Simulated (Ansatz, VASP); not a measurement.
**BAs in VASP and in Ansatz**

The input INCAR:

```
PREC = Accurate
ENCUT = 520
EDIFF = 1E-6
ISMEAR = -1
SIGMA = 0.05
LREAL = F
LASPH = T
NELM = 150
ALGO = Normal
ISIF = 2
LWAVE = F
LCHARG = F
MAGMOM = 0 0 0 0 0 0
LORBIT = 11
LSORBIT = T
GGA_COMPAT = F
LORBMOM = T
GGA = PE
NBANDS = 20
```

File KPOINTS:

```
Automatic mesh
0
Gamma
  10 10 10
```

File POSCAR:

```
BAs
1.0
    0.0000000000      2.3724693156      2.3724693156
    2.3724693156      0.0000000000      2.3724693156
    2.3724693156      2.3724693156      0.0000000000
As B
1 1
Direct
    0.7500000000      0.7500000000      0.7500000000
    0.0000000000      0.0000000000      0.0000000000
```

input.yaml

```yaml
crystal:
  lattice:
    - [0.0, 2.3724693156, 2.3724693156]
    - [2.3724693156, 0.0, 2.3724693156]
    - [2.3724693156, 2.3724693156, 0.0]
  atoms:
    - { symbol: As, position: [0.75, 0.75, 0.75] }
    - { symbol: B, position: [0.0, 0.0, 0.0] }
hamiltonian:
  xc: pbe
  pseudopotentials: { kind: paw_fr }
magnetization:
  noncollinear: true
  spin_orbit: true
kpoints:
  mp_grid: { grid: [10, 10, 10] }
scf:
  occupations: { method: fermi_dirac, width: 0.05 }
output:
  forces: true
  stress: true
  eigenvalues: true
  write_density: true
  write_potential: true
  elf: true
  volumetric_format: npy
```

Alike in both runs: task single point; functional PBE; k mesh 10 × 10 × 10; occupations fermi-dirac, width 0.05 eV; non-collinear spin, spin-orbit coupling.

|  | VASP | Ansatz |
| --- | --- | --- |
| version | VASP 6.6.1 | Ansatz 0.2.0 |
| potentials or method | VASP PAW PBE potentials, release 64 (As, B) | Ansatz PAW |
| plane-wave cutoff (eV) | 520 | 420 |
| valence electrons in the cell | 8 | 18 |

```csv
,VASP,Ansatz,Ansatz less VASP
pressure (GPa),6.5,5.8,-0.77
net moment per atom (μB),0.00,0.00,0.000
```

With one functional, cell and mesh, what is left measures potentials, basis and numerics. VASP's potentials hold 8 valence electrons a cell and Ansatz's 18, so a difference there can come from the potentials and not from the codes.
